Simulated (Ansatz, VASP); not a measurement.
# Two plane-wave programs on SnTe

Contents of INCAR:

```
SYSTEM = SnTe
ALGO = Normal
EDIFF = 1E-6
ENCUT = 520
GGA = PE
ISIF = 2
ISMEAR = 0
LASPH = .True.
LCHARG = .False.
LREAL = .False.
LWAVE = .False.
NBANDS = 17
NELM = 60
PREC = Accurate
SIGMA = 0.1
```

File KPOINTS:

```
k-points
0
Gamma
  12 12 12
  0 0 0
```

The input POSCAR:

```
SnTe
1.0
    3.9941566770      0.0000000000      0.0000000000
    0.0000000000      3.9941566770      0.0000000000
    0.0000000000      0.0000000000      3.9941566770
Sn Te
1 1
Direct
    0.0000000000      0.0000000000      0.0000000000
    0.5000000000      0.5000000000      0.5000000000
```

Input for Ansatz:

```yaml
crystal:
  lattice:
    - [3.994156677, 0.0, 0.0]
    - [0.0, 3.994156677, 0.0]
    - [0.0, 0.0, 3.994156677]
  atoms:
    - { symbol: Sn, position: [0.0, 0.0, 0.0] }
    - { symbol: Te, position: [0.5, 0.5, 0.5] }
basis:
  ecutwfc: 420
kpoints:
  mp_grid: { grid: [12, 12, 12] }
hamiltonian:
  xc: pbe
scf:
  occupations: { method: gaussian, width: 0.1 }
output:
  forces: true
  stress: true
  eigenvalues: true
```

Alike in both runs: task single point; functional PBE; k mesh 12 × 12 × 12; occupations gaussian, width 0.1 eV; no spin polarisation.

```csv
,VASP,Ansatz
version,VASP 6.6.1,Ansatz 0.2.0
potentials or method,"VASP PAW PBE potentials, release 64 (Sn_d, Te), cutoff 520 eV","scalar-relativistic, plane waves, PAW"
valence electrons in the cell,20,30
```

|  | VASP | Ansatz | Ansatz less VASP |
| --- | --- | --- | --- |
| gap on the k mesh at the Fermi level (eV) | none | none | - |
| pressure (GPa) | -2.8 | -2.8 | +0.03 |

A gap of «none» marks a metal or a gap that the smearing closes. VASP's potentials hold 20 valence electrons a cell and Ansatz's 30, so a difference there can come from the potentials and not from the codes.

Neither program's run includes spin-orbit coupling.
